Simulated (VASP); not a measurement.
## Bi: single point with LDA

Crystal: Bi.

```xyz
3
Lattice="4.9721 0.0000 0.0000 0.0000 4.9721 0.0000 0.0000 0.0000 4.9721" Properties=species:S:1:pos:R:3 pbc="T T T"
Bi    2.4860    0.0000    0.0000
Bi    0.0000    2.4860    0.0000
Bi    0.0000    0.0000    2.4860
```

- Program: VASP 6.6.1
- Task: single point
- Functional: LDA
- Potentials or basis: VASP PAW LDA potentials, release 64 (Bi_d)
- Cutoff: 500 eV
- k mesh: 5 × 5 × 5
- Occupations: fermi-dirac, width 0.1 eV
- Spin: no spin polarisation

```json
{
 "Pressure": "-6.1 GPa"
}
```

Levels at points of the mesh, in eV from the Fermi level:
```csv
k point,band 19,band 20,band 21,band 22,band 23,band 24,band 25,band 26
"(0.00, 0.00, 0.00)",-3.01,-3.01,-3.01,1.26,1.26,1.26,2.51,3.31
```

Run time: 27 s on 1 thread of Intel(R) Xeon(R) Platinum 8488C (Sapphire Rapids), with other jobs on the host, peak memory 0.18 GiB.

Caveat: spin-orbit coupling is left out, which moves the levels of the heavy elements.
